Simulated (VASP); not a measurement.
Pt:

```
Pt
1.0
     0.00000    1.96090    1.96090
     1.96090    0.00000    1.96090
     1.96090    1.96090    0.00000
Pt
1
Direct
  0.00000 0.00000 0.00000
```

| Item | Value |
| --- | --- |
| Program | VASP 6.6.1 |
| Task | relaxation of cell and atoms |
| Functional | LDA |
| Potentials or basis | VASP PAW LDA potentials, release 64 (Pt) |
| Cutoff | 600 eV |
| k mesh | 19 × 19 × 19 |
| Occupations | methfessel-paxton, width 0.05 eV |
| Spin | no spin polarisation |

At the start: pressure -5.6 GPa; volume 15.08 Å³/atom.

Task: How do energy, volume and symmetry change on relaxing?

Result: Over 3 steps the energy falls by 5.2 meV/atom and the volume is 14.80 Å³/atom (-1.9 %); space group Fm-3m (No. 225, to 0.1 Å) before and after.

Step by step:
| step | energy change (eV) | largest force (eV/Å) | pressure (GPa) | volume (Å³) |
| --- | --- | --- | --- | --- |
| 1 | 0.0000 | 0.0000 | -5.63 | 15.08 |
| 2 | 0.0466 | 0.0000 | 21.04 | 13.95 |
| 3 | -0.0052 | 0.0000 | -0.14 | 14.80 |

Final structure:
```xyz
1
Lattice="0.0000 1.9486 1.9486 1.9486 0.0000 1.9486 1.9486 1.9486 0.0000" Properties=species:S:1:pos:R:3 pbc="T T T"
Pt    0.0000    0.0000    0.0000
```
